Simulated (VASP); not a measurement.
A run of VASP 6.6.1:

INCAR

```
PREC     = Accurate       # precision mode
ENCUT    = 520            # plane-wave cutoff, eV
EDIFF    = 1E-6           # SCF threshold, eV
ISMEAR   = 0              # smearing method
SIGMA    = 0.01           # smearing width, eV
LREAL    = F              # projectors in reciprocal space
LASPH    = T              # aspherical terms in the spheres
NELM     = 80             # most SCF steps
ALGO     = Normal         # electronic algorithm
ISIF     = 2              # what is computed and relaxed
LWAVE    = F              # write WAVECAR
LCHARG   = F              # write CHGCAR
GGA      = PS             # functional
NBANDS   = 35             # bands
```

The input KPOINTS:

```
Automatic mesh
0
Gamma
  8 8 8
```

File POSCAR:

```
SnO2
1.0
   -1.9661625919      1.9661625919      5.0368200655
    1.9661625919     -1.9661625919      5.0368200655
    1.9661625919      1.9661625919     -5.0368200655
Sn O
2 4
Direct
    0.7500000000      0.2500000000      0.5000000000
    0.0000000000      0.0000000000      0.0000000000
    0.7965225900      0.7965225900      0.0000000000
    0.9534774100      0.4534774100      0.5000000000
    0.2034774100      0.2034774100      0.0000000000
    0.5465225900      0.0465225900      0.5000000000
```

Potentials or basis: VASP PAW PBE potentials, release 64 (Sn_d, O).

The run is started by

```sh
$ cat potpaw_PBE.64/Sn_d/POTCAR potpaw_PBE.64/O/POTCAR > POTCAR
$ mpirun -np 1 vasp_std > vasp.out
```

Hardware: 1 thread of Intel(R) Xeon(R) 6975P-C (Granite Rapids) (shared host).

Problem. Estimate the wall time of this run.

Solution. Run time: 2.8 min on 1 thread of Intel(R) Xeon(R) 6975P-C (Granite Rapids) (shared host), peak memory 0.39 GiB. Counts: scf iterations 14, k points 59.
